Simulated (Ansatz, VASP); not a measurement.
# One calculation of PbF2, two programs

Contents of INCAR:

```
PREC = Accurate
ENCUT = 520
EDIFF = 1E-7
ISMEAR = 0
SIGMA = 0.02
LREAL = False
LASPH = True
NELM = 100
ALGO = Normal
ISIF = 2
LWAVE = False
LCHARG = False
GGA = PE
IVDW = 12
NBANDS = 21
```

KPOINTS

```
regular mesh
0
Gamma
  8 8 8
```

File POSCAR:

```
PbF2
1.0
    0.0000000000      2.8567954798      2.8567954798
    2.8567954798      0.0000000000      2.8567954798
    2.8567954798      2.8567954798      0.0000000000
Pb F
1 2
Direct
    0.0000000000      0.0000000000      0.0000000000
    0.2500000000      0.2500000000      0.2500000000
    0.7500000000      0.7500000000      0.7500000000
```

Input for Ansatz:

```yaml
crystal:
  lattice:
    - [0.0, 2.85679548, 2.85679548]
    - [2.85679548, 0.0, 2.85679548]
    - [2.85679548, 2.85679548, 0.0]
  atoms:
    - { symbol: Pb, position: [0.0, 0.0, 0.0] }
    - { symbol: F, position: [0.25, 0.25, 0.25] }
    - { symbol: F, position: [0.75, 0.75, 0.75] }
basis:
  ecutwfc: 420
kpoints:
  mp_grid: { grid: [8, 8, 8] }
hamiltonian:
  xc: pbe
  dispersion: d3bj
scf:
  occupations: { method: gaussian, width: 0.02 }
output:
  forces: true
  stress: true
  eigenvalues: true
```

Alike in both runs: task single point; functional PBE; dispersion D3(BJ); k mesh 8 × 8 × 8; occupations gaussian, width 0.02 eV; no spin polarisation.

```csv
,VASP,Ansatz
version,VASP 6.6.1,Ansatz 0.2.0
potentials or method,"VASP PAW PBE potentials, release 64 (Pb_d, F), cutoff 520 eV","scalar-relativistic, plane waves, PAW"
valence electrons in the cell,28,28
```

```csv
,VASP,Ansatz,Ansatz less VASP
gap on the k mesh at the Fermi level (eV),4.36,4.37,+0.003
least direct gap on the mesh (eV),4.53,4.53,+0.002
pressure (GPa),11.9,12.2,+0.22
```

Spin-orbit coupling is off throughout.
